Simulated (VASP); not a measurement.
Set up this calculation in VASP 6.6.1, as the native input.

- Task: relaxation of cell and atoms
- Functional: r2SCAN
- Dispersion: rVV10
- Potentials or basis: VASP PAW PBE potentials, release 64 (Sr_sv, O)
- Cutoff: 600 eV
- k mesh: 9 × 9 × 4
- Occupations: gaussian, width 0.02 eV
- Spin: no spin polarisation
- Dipole correction: no
- Further INCAR settings: ALGO = Normal; EDIFF = 1e-06; IBRION = 2; EDIFFG = -0.002; NSW = 100; ISIF = 3

SrO:

```
Sr O
1.0
     3.55329    0.00000    0.00000
    -1.77664    3.07724    0.00000
     0.00000    0.00000    6.21730
Sr O
2 2
Direct
  0.33333 0.66667 0.25000
  0.66667 0.33333 0.75000
  0.00000 0.00000 0.00000
  0.00000 0.00000 0.50000
```

These files were run (other wordings do the same):

POSCAR

```
SrO
1.0
    3.5532880900      0.0000000000      0.0000000000
   -1.7766440500      3.0772377500      0.0000000000
    0.0000000000      0.0000000000      6.2173039800
Sr O
2 2
Direct
    0.3333333300      0.6666666700      0.2500000000
    0.6666666700      0.3333333300      0.7500000000
    0.0000000000      0.0000000000      0.0000000000
    0.0000000000      0.0000000000      0.5000000000
```

INCAR.step1

```
  PREC = Accurate
  ENCUT = 600
  ISMEAR = 0
  SIGMA = 0.02
  LREAL = False
  LASPH = True
  NELM = 100
  GGA = PE
  ALGO = Normal
  EDIFF = 1E-4
  LWAVE = True
  LCHARG = False
```

INCAR.step2

```
  PREC = Accurate
  ENCUT = 600
  EDIFF = 1E-6
  ISMEAR = 0
  SIGMA = 0.02
  LREAL = False
  LASPH = True
  NELM = 100
  ALGO = Normal
  ISIF = 3
  LWAVE = False
  LCHARG = False
  METAGGA = R2SCAN
  LMIXTAU = True
  LUSE_VDW = True
  IVDW_NL = 2
  BPARAM = 11.95
  CPARAM = 0.0093
  IBRION = 2
  NSW = 100
  EDIFFG = -0.002
  ISTART = 1
```

KPOINTS

```
Automatic mesh
0
Gamma
  9 9 4
```

Potentials or basis: VASP PAW PBE potentials, release 64 (Sr_sv, O).

The run is started by

```sh
$ cat potpaw_PBE.64/Sr_sv/POTCAR potpaw_PBE.64/O/POTCAR > POTCAR
$ cp INCAR.step1 INCAR
$ mpirun -np 1 vasp_std > vasp.out
$ cp INCAR.step2 INCAR
$ mpirun -np 1 vasp_std > vasp.out
```

Results of the run:

```
Relaxed volume                        : 16.82 Å³/atom
Relaxed cell                          : a = 3.539 Å, b = 3.539 Å, c = 6.200 Å, α = 90.00°, β = 90.00°, γ = 120.00°
Space group after relaxing (to 0.1 Å) : P6_3/mmc (No. 194)
Energy gained by relaxing             : 0.5 meV/atom
Ionic steps                           : 16
Pressure after relaxing               : 0.0 GPa
Band gap on the k mesh                : 3.48 eV (least direct gap 3.66 eV)
```

Caveat: the PAW data sets were made with another functional, which shifts forces and pressure a little.

Run time: 39 min on 1 thread of Intel(R) Xeon(R) Platinum 8259CL CPU @ 2.50GHz (Skylake/Cascade Lake), with other jobs on the host, peak memory 0.4 GiB.
